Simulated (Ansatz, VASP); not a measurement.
## TeW: VASP beside Ansatz

```
W Te
1.0
     0.00000    2.83202    2.83202
     2.83202    0.00000    2.83202
     2.83202    2.83202    0.00000
W Te
1 1
Direct
  0.00000 0.00000 0.00000
  0.50000 0.50000 0.50000
```

Alike in both runs: functional PBE; k mesh 14 × 14 × 14; occupations gaussian, width 0.1 eV; collinear spin.

Ansatz relaxed the structure, and its values are those at the end. VASP's run is a single point on that final structure, the one shown.

```csv
,VASP,Ansatz
version,VASP 6.6.1,Ansatz 0.2.0
potentials or method,"VASP PAW PBE potentials, release 64 (W_sv, Te), cutoff 520 eV","scalar-relativistic, plane waves, PAW"
valence electrons in the cell,20,30
```

VASP gave:

```
gap on the k mesh at the Fermi level (eV)                     : none
pressure (GPa)                                                : 0.0
net moment per atom (μB)                                      : 1.12
size of the moment on the site where the two differ most (μB) : 1.80
```

What did Ansatz give for the same quantities?

gap on the k mesh at the Fermi level (eV): none; pressure (GPa): 0.0; net moment per atom (μB): 1.13; size of the moment on the site where the two differ most (μB): 1.70.

Site moments also hang on the region over which each program counts them. A gap of «none» marks a metal or a gap that the smearing closes. With one functional, cell and mesh, what is left measures potentials, basis and numerics. VASP's potentials hold 20 valence electrons a cell and Ansatz's 30, so a difference there can come from the potentials and not from the codes.

Neither program's run includes spin-orbit coupling.
